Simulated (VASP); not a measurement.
Ni:

```xyz
2
Lattice="0.0000 -1.7619 1.7619 0.0000 1.7619 1.7619 -3.5239 0.0000 0.0000" Properties=species:S:1:pos:R:3 pbc="T T T"
Ni    0.0000    0.0000    0.0000
Ni   -1.7619    0.0000    1.7619
```

Base run:

```yaml
Program: VASP 6.6.1
Functional: LDA
Potentials_or_basis: VASP PAW LDA potentials, release 64 (Ni)
Cutoff: 520 eV
k_mesh: 12 × 12 × 9
Occupations: fermi-dirac, width 0.1 eV
Spin: no spin polarisation
Hubbard_terms: Ni d U = 2.0 eV
```

Its results: band gap on the k mesh zero (bands 10 and 11 overlap by 0.72 eV); pressure -22.7 GPa.

Task: The run is repeated on the same cell with these changes: hubbard terms from Ni d U = 2.0 eV to none. What comes out?

Result: Band gap on the k mesh zero (bands 10 and 11 overlap by 0.63 eV); pressure -18.2 GPa.

Caveats: the cell stands under tension; the run has no spin polarisation, though such a crystal can be magnetic; U without spin polarisation on a metal has little footing (at least some runs); the U is typed as a test and isn't derived for this compound (at least some runs).
